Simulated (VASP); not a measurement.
ZnO:

```
CELL_PARAMETERS angstrom
3.24940 0.00000 0.00000
-1.62470 2.81406 0.00000
0.00000 0.00000 5.20380
ATOMIC_POSITIONS crystal
Zn 0.33333 0.66667 0.00000
Zn 0.66667 0.33333 0.50000
O 0.33333 0.66667 0.38210
O 0.66667 0.33333 0.88210
```

```yaml
Program: VASP 6.6.1
Task: relaxation of cell and atoms
Functional: PBE
Dispersion: D3(BJ)
Potentials_or_basis: VASP PAW PBE potentials, release 64 (Zn, O)
Cutoff: 600 eV
k_mesh: 12 × 12 × 6
Occupations: gaussian, width 0.02 eV
Spin: no spin polarisation
```

At the start: pressure 2.8 GPa; volume 11.90 Å³/atom.

**Question.** Where does the relaxation end?

**Answer.** Over 10 steps the energy falls by 2.2 meV/atom and the volume is 12.13 Å³/atom (+2.0 %); space group P6_3mc (No. 186, to 0.1 Å) before and after.

The path:
| step | energy change (eV) | largest force (eV/Å) | pressure (GPa) | volume (Å³) |
| --- | --- | --- | --- | --- |
| 1 | 0.0000 | 0.0340 | 2.76 | 47.58 |
| 2 | -0.0058 | 0.0233 | -1.38 | 49.01 |
| 3 | -0.0079 | 0.0267 | -0.04 | 48.51 |
| 4 | -0.0079 | 0.0269 | 0.02 | 48.50 |
| 5 | -0.0081 | 0.0241 | 0.08 | 48.50 |
| 6 | -0.0085 | 0.0155 | 0.03 | 48.50 |
| 7 | -0.0082 | 0.0036 | 0.06 | 48.49 |
| 8 | -0.0086 | 0.0098 | 0.05 | 48.49 |
| 9 | -0.0086 | 0.0116 | -0.09 | 48.54 |
| 10 | -0.0086 | 0.0005 | 0.00 | 48.52 |

Final structure:
```cif
data_structure
_symmetry_space_group_name_H-M 'P 1'
_symmetry_Int_Tables_number 1
_cell_length_a 3.2613
_cell_length_b 3.2613
_cell_length_c 5.2670
_cell_angle_alpha 90.000
_cell_angle_beta 90.000
_cell_angle_gamma 120.000
_cell_volume 48.52
loop_
_atom_site_label
_atom_site_type_symbol
_atom_site_fract_x
_atom_site_fract_y
_atom_site_fract_z
_atom_site_occupancy
Zn1 Zn 0.33333 0.66667 0.00162 1
Zn2 Zn 0.66667 0.33333 0.50162 1
O1 O 0.33333 0.66667 0.38048 1
O2 O 0.66667 0.33333 0.88048 1
```
